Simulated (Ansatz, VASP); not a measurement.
GaSb2 in VASP and in Ansatz

```
Ga Sb
1.0
     5.26078    0.00000    0.00000
    -2.63039    4.55597    0.00000
     0.00000    0.00000    3.28621
Ga Sb
1 2
Cartesian
  0.0000 0.0000 0.0000
  0.0000 3.0373 1.6431
  2.6304 1.5187 1.6431
```

Change from the starting cell: species swapped into the HfB2 type (P6/mmm, No. 191).

Alike in both runs: functional PBE; k mesh 6 × 6 × 4; occupations gaussian, width 0.1 eV; no spin polarisation.

Ansatz relaxed the structure, and its values are those at the end. VASP's run is a single point on that final structure, the one shown.

```csv
,VASP,Ansatz
version,VASP 6.6.1,Ansatz 0.2.0
potentials or method,"VASP PAW PBE potentials, release 64 (Ga_d, Sb), cutoff 520 eV","scalar-relativistic, plane waves, PAW"
valence electrons in the cell,23,43
```

```csv
,VASP,Ansatz,Ansatz less VASP
gap on the k mesh at the Fermi level (eV),none,none,-
pressure (GPa),-0.1,-0.1,+0.04
```

A gap of «none» marks a metal or a gap that the smearing closes. The functional is the same, so the differences come from potentials, cutoffs and numerics. VASP's potentials hold 23 valence electrons a cell and Ansatz's 43, so a difference there can come from the potentials and not from the codes.

The k mesh is coarse, so the values compare programs but aren't converged. Neither program's run includes spin-orbit coupling.
